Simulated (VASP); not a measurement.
# WSe2 (P6_3/mmc) in VASP: single point with PBE+D3(BJ)

Aim: the single point of WSe2 with PBE+D3(BJ).

Everything below comes from runs of VASP 6.6.1. Logs are shortened: lines on timing, memory, paths and dates and some standing lists are left out, and cuts for length are marked.

## (1) The cell of the first run

It takes space group P6_3/mmc (No. 194, hexagonal). Conventional cell: a = 3.280 Å, b = 3.280 Å, c = 12.791 Å, α = 90.00°, β = 90.00°, γ = 120.00°. Within 3.3 Å of W (site symmetry -6m2) lie 6 Se at 2.53 Å and 6 W at 3.28 Å. Within 3.3 Å of Se (site symmetry 3m) lie 3 W at 2.53 Å and 6 Se at 3.28 Å.

## (2) Single point, PBE+D3(BJ)

File INCAR:

```
ALGO = Normal
EDIFF = 1E-6
ENCUT = 520
GGA = PE
ISIF = 2
ISMEAR = 0
IVDW = 12
LASPH = True
LCHARG = False
LREAL = False
LWAVE = False
NBANDS = 35
NELM = 60
PREC = Accurate
SIGMA = 0.1
```

File KPOINTS:

```
k-points
0
Gamma
  9 9 2
```

File POSCAR:

```
WSe2
1.0
    3.2795232598     -0.0000000029      0.0000000000
   -1.6397616274      2.8401504567      0.0000000000
    0.0000000000      0.0000000000     12.7906408929
W Se
2 4
Direct
    0.3333333333      0.6666666667      0.2500000000
    0.6666666667      0.3333333333      0.7500000000
    0.3333333333      0.6666666667      0.6182779548
    0.6666666667      0.3333333333      0.1182779548
    0.3333333333      0.6666666667      0.8817220452
    0.6666666667      0.3333333333      0.3817220452
```

Potentials or basis: VASP PAW PBE potentials, release 64 (W_sv, Se).

Run with:

```bash
> cat potpaw_PBE.64/W_sv/POTCAR potpaw_PBE.64/Se/POTCAR > POTCAR
> mpirun -np 1 vasp_std > vasp.out
```

OUTCAR:

```text
EDIFF = 1E-6
   ENCUT = 520
   GGA = PE
   ISIF = 2
   ISMEAR = 0
   IVDW = 12
   LASPH = True
   LREAL = False
   NELM = 60
   PREC = Accurate
 IVDW          = 12

 ion  position               nearest neighbor table
   1  0.333  0.667  0.250-   4 2.53   6 2.53   4 2.53   6 2.53   4 2.53   6 2.53
   2  0.667  0.333  0.750-   3 2.53   5 2.53   3 2.53   5 2.53   3 2.53   5 2.53
   3  0.333  0.667  0.618-   2 2.53   2 2.53   2 2.53
   4  0.667  0.333  0.118-   1 2.53   1 2.53   1 2.53
   5  0.333  0.667  0.882-   2 2.53   2 2.53   2 2.53
   6  0.667  0.333  0.382-   1 2.53   1 2.53   1 2.53

  LATTYP: Found a hexagonal cell.
 ALAT       =     3.2795232598
 C/A-ratio  =     3.9001525160

  Lattice vectors:

 A1 = (   3.2795232598,  -0.0000000029,   0.0000000000)
 A2 = (  -1.6397616274,   2.8401504567,   0.0000000000)
 A3 = (   0.0000000000,   0.0000000000,  12.7906408929)

Analysis of symmetry for initial positions (statically):
=====================================================================
 Subroutine PRICEL returns:
 Original cell was already a primitive cell.

 Routine SETGRP: Setting up the symmetry group for a
 hexagonal supercell.

 Subroutine GETGRP returns: Found 24 space group operations
 (whereof 12 operations were pure point group operations)
 out of a pool of 24 trial point group operations.

The static configuration has the point symmetry D_3d.
 The point group associated with its full space group is D_6h.

Analysis of symmetry for dynamics (positions and initial velocities):
=====================================================================
 Subroutine PRICEL returns:
 Original cell was already a primitive cell.

 Routine SETGRP: Setting up the symmetry group for a
 hexagonal supercell.

 Subroutine GETGRP returns: Found 24 space group operations
 (whereof 12 operations were pure point group operations)
 out of a pool of 24 trial point group operations.

The dynamic configuration has the point symmetry D_3d.
 The point group associated with its full space group is D_6h.

 Subroutine INISYM returns: Found 24 space group operations
 (whereof 12 operations are pure point group operations),
 and found     1 'primitive' translations

----------------------------------------------------------------------------------------

                                     Primitive cell

  volume of cell :     119.1364

  direct lattice vectors                    reciprocal lattice vectors
     3.279523260 -0.000000003  0.000000000     0.304922369  0.176047011  0.000000000
    -1.639761627  2.840150457  0.000000000     0.000000000  0.352094023  0.000000000
     0.000000000  0.000000000 12.790640893     0.000000000  0.000000000  0.078182165

  length of vectors
     3.279523260  3.279523260 12.790640893     0.352094023  0.352094023  0.078182165

  position of ions in fractional coordinates (direct lattice)
     0.333333333  0.666666667  0.250000000
     0.666666667  0.333333333  0.750000000
     0.333333333  0.666666667  0.618277955
     0.666666667  0.333333333  0.118277955
     0.333333333  0.666666667  0.881722045
     0.666666667  0.333333333  0.381722045

  ion indices of the primitive-cell ions
   primitive index   ion index
                 1           1
                 2           2
                 3           3
                 4           4
                 5           5
                 6           6

----------------------------------------------------------------------------------------

 KPOINTS: k-points

Automatic generation of k-mesh.
 Grid dimensions read from file:
 generate k-points for:    9    9    2

 Generating k-lattice:

  Cartesian coordinates                     Fractional coordinates (reciprocal lattice)
     0.033880263  0.019560779  0.000000000     0.111111111  0.000000000  0.000000000
     0.000000000  0.039121558  0.000000000     0.000000000  0.111111111  0.000000000
     0.000000000  0.000000000  0.039091083     0.000000000  0.000000000  0.500000000

  Length of vectors
     0.039121558  0.039121558  0.039091083

  Shift w.r.t. Gamma in fractional coordinates (k-lattice)
     0.000000000  0.000000000  0.000000000

 Subroutine IBZKPT returns following result:
 ===========================================

 Found     24 irreducible k-points:

 Following reciprocal coordinates:
            Coordinates               Weight
  0.000000  0.000000  0.000000      1.000000
  0.111111  0.000000  0.000000      6.000000
  0.222222  0.000000  0.000000      6.000000
  0.333333  0.000000  0.000000      6.000000
  0.444444  0.000000  0.000000      6.000000
  0.111111  0.111111  0.000000      6.000000
[... 16 lines left out ...]
  0.333333  0.222222  0.500000     12.000000
  0.333333  0.333333  0.500000      2.000000
   k-points           NKPTS =     24   k-points in BZ     NKDIM =     24   number of bands    NBANDS=     35
   number of dos      NEDOS =    301   number of ions     NIONS =      6
   total plane-waves  NPLWV =  55296
   dimension x,y,z NGX =    24 NGY =   24 NGZ =   96
   dimension x,y,z NGXF=    48 NGYF=   48 NGZF=  192
   ions per type =               2   4
   NGX,Y,Z   is equivalent  to a cutoff of  12.17, 12.17, 12.48 a.u.
   NGXF,Y,Z  is equivalent  to a cutoff of  24.33, 24.33, 24.96 a.u.
 SYSTEM =  unknown system
   PREC   = accura    normal or accurate (medium, high low for compatibility)
   ISTART =      0    job   : 0-new  1-cont  2-samecut
   ICHARG =      2    charge: 1-file 2-atom 10-const
   ISPIN  =      1    spin polarized calculation?
   LNONCOLLINEAR =      F non collinear calculations
   LSORBIT =      F    spin-orbit coupling
   LASPH  =      T    aspherical Exc in radial PAW
   ENCUT  =  520.0 eV  38.22 Ry    6.18 a.u.   6.10  6.10 23.78*2*pi/ulx,y,z
   NELM   =     60;   NELMIN=  2; NELMDL= -5     # of ELM steps
   EDIFF  = 0.1E-05   stopping-criterion for ELM
   LREAL  =      F    real-space projection
   EDIFFG = 0.1E-04   stopping-criterion for IOM
   NSW    =      0    number of steps for IOM
   IBRION =     -1    ionic relax: 0-MD 1-quasi-New 2-CG
   NFREE  =      0    steps in history (QN), initial steepest desc. (CG)
   ISIF   =      2    stress and relaxation
   ISYM   =      2    0-nonsym 1-usesym 2-fastsym
   POTIM  = 0.5000    time-step for ionic-motion
   TEBEG  =    0.0;   TEEND  =   0.0 temperature during run
   PSTRESS=    0.0 pullay stress
   NELECT =      52.0000    total number of electrons
   NUPDOWN=      -1.0000    fix difference up-down
   EMIN   =  10.00;   EMAX   =-10.00  energy-range for DOS
   EFERMI =   0.00;   METHOD = LEGACY
   ISMEAR =     0;   SIGMA  =   0.10  broadening in eV -4-tet -1-fermi 0-gaus
   EFERMI_NEDOS =   21; number of points for ismear=-14 and -15
   IALGO  =     38    algorithm
   IMIX   =      4    mixing-type and parameters
     AMIX     =   0.40;   BMIX     =  1.00
     AMIX_MAG =   1.60;   BMIX_MAG =  1.00
  volume/ion in A,a.u.               =      19.86       134.00
  Fermi-wavevector in a.u.,A,eV,Ry     =   1.241827  2.346713 20.982017  1.542135
  Thomas-Fermi vector in A             =   2.376208
   LORBIT       =      0    0 simple, 1 ext, 2 COOP (PROOUT), +10 PAW based schemes
   GGA     = PE    functional components
   LHFCALC =     F    Hartree Fock is set to
   AEXX    =    0.0000 exact exchange contribution
   IVDW    =    12    specifies the selected vdW correction
   LEPSILON=     F    determine dielectric tensor
   LRPA    =     F    only Hartree local field effects (RPA)
 non-spin polarized calculation
 Gauss-broadening in eV      SIGMA  =   0.10
  energy-cutoff  :      520.00
  volume of cell :      119.14
 maximum number of plane-waves:      3246
   NGX = 13   NGY = 13   NGZ = 47

 number of electron      51.9999988 magnetization

 Free energy of the ion-electron system (eV)
  ---------------------------------------------------
  ext. energy  EPLUGINS =         0.00000000
  ---------------------------------------------------
  free energy    TOTEN  =       -43.07901385 eV

  energy without entropy =      -43.07901385  energy(sigma->0) =      -43.07901385

 E-fermi :   6.9617     XC(G=0): -10.8954

 val. band max:        6.5180180848   @ k =   0.0000   0.0000   0.0000
 cond. band min:       7.5107630283   @ k =   0.2222   0.1111   0.0000
 fundamental gap:      0.9927449435
 Fermi energy:         6.9617490166

 k-point     1 :       0.0000    0.0000    0.0000
  band No.  band energies     occupation
      1     -67.8250      2.00000
      2     -67.8250      2.00000
      3     -32.0753      2.00000
      4     -32.0753      2.00000
      5     -31.9383      2.00000
      6     -31.9383      2.00000
[... 27 lines left out ...]
     34       9.4582      0.00000
     35      11.0701      0.00000

 k-point     2 :       0.1111    0.0000    0.0000
  band No.  band energies     occupation
      1     -67.8238      2.00000
      2     -67.8238      2.00000
      3     -32.0699      2.00000
      4     -32.0699      2.00000
      5     -31.9667      2.00000
      6     -31.9667      2.00000
[... 27 lines left out ...]
     34       9.5588      0.00000
     35      12.0253      0.00000

 k-point     3 :       0.2222    0.0000    0.0000
  band No.  band energies     occupation
      1     -67.8206      2.00000
      2     -67.8206      2.00000
      3     -32.0562      2.00000
      4     -32.0562      2.00000
      5     -32.0379      2.00000
      6     -32.0379      2.00000
[... 27 lines left out ...]
     34      10.2016      0.00000
     35      12.8651      0.00000
[... 723 lines left out ...]
 k-point    23 :       0.3333    0.2222    0.5000
  band No.  band energies     occupation
      1     -67.8136      2.00000
      2     -67.8136      2.00000
      3     -32.1410      2.00000
      4     -32.1410      2.00000
      5     -32.0508      2.00000
      6     -32.0508      2.00000
[... 27 lines left out ...]
     34      10.7582      0.00000
     35      12.1828      0.00000

 k-point    24 :       0.3333    0.3333    0.5000
  band No.  band energies     occupation
      1     -67.8130      2.00000
      2     -67.8130      2.00000
      3     -32.1165      2.00000
      4     -32.1165      2.00000
      5     -32.0926      2.00000
      6     -32.0926      2.00000
[... 27 lines left out ...]
     34      10.8407      0.00000
     35      12.7414      0.00000

------------------------ aborting loop because EDIFF is reached ----------------------------------------

 Edisp (eV)   -2.85148

 E8    (eV) :    -1.2719

  FORCE on cell =-STRESS in cart. coord.  units (eV):
  Direction    XX          YY          ZZ          XY          YZ          ZX
  --------------------------------------------------------------------------------------
  -------------------------------------------------------------------------------------
  Total       0.15304     0.15304     0.21991    -0.00000     0.00000     0.00000
  in kB       2.05812     2.05812     2.95743    -0.00000     0.00000     0.00000
  external pressure =        2.36 kB  Pullay stress =        0.00 kB

 VOLUME and BASIS-vectors are now :
 -----------------------------------------------------------------------------
  energy-cutoff  :      520.00
  volume of cell :      119.14
      direct lattice vectors                 reciprocal lattice vectors
     3.279523260 -0.000000003  0.000000000     0.304922369  0.176047011  0.000000000
    -1.639761627  2.840150457  0.000000000     0.000000000  0.352094023  0.000000000
     0.000000000  0.000000000 12.790640893     0.000000000  0.000000000  0.078182165

 POSITION                                       TOTAL-FORCE (eV/Angst)
 -----------------------------------------------------------------------------------
      0.00000      1.89343      3.19766         0.000000      0.000000      0.000000
      1.63976      0.94672      9.59298         0.000000     -0.000000      0.000000
      0.00000      1.89343      7.90817        -0.000000     -0.000000     -0.036606
      1.63976      0.94672      1.51285        -0.000000     -0.000000     -0.036606
      0.00000      1.89343     11.27779         0.000000     -0.000000      0.036606
      1.63976      0.94672      4.88247        -0.000000     -0.000000      0.036606
 -----------------------------------------------------------------------------------
    total drift:                               -0.000000      0.000000     -0.000000

  FREE ENERGIE OF THE ION-ELECTRON SYSTEM (eV)
  ---------------------------------------------------
  free  energy   TOTEN  =       -45.9304942495 eV

  energy  without entropy=      -45.9304942495  energy(sigma->0) =      -45.93049425
```

Run time: 47 s. Hardware: 1 thread of Intel Xeon 6975P-C (Granite Rapids), shared host; peak memory 0.27 GiB.

Results:

```
Free energy                : -45.9305 eV
Pressure                   : 0.2 GPa
Largest force              : 0.037 eV/Å
Band gap on the k mesh     : 0.99 eV, indirect (least direct gap 1.56 eV)
Dispersion energy per atom : -0.475 eV
```

Forces in eV/Å, atoms in the order of the input:
```
W    0.000  0.000  0.000
W    0.000  0.000  0.000
Se   0.000  0.000 -0.037
Se   0.000  0.000 -0.037
Se   0.000  0.000  0.037
Se   0.000  0.000  0.037
```

Stress tensor (GPa, compression positive):
```
0.21 0.00 0.00
0.00 0.21 0.00
0.00 0.00 0.30
```

Caveat: spin-orbit coupling is left out, which moves the levels of the heavy elements.
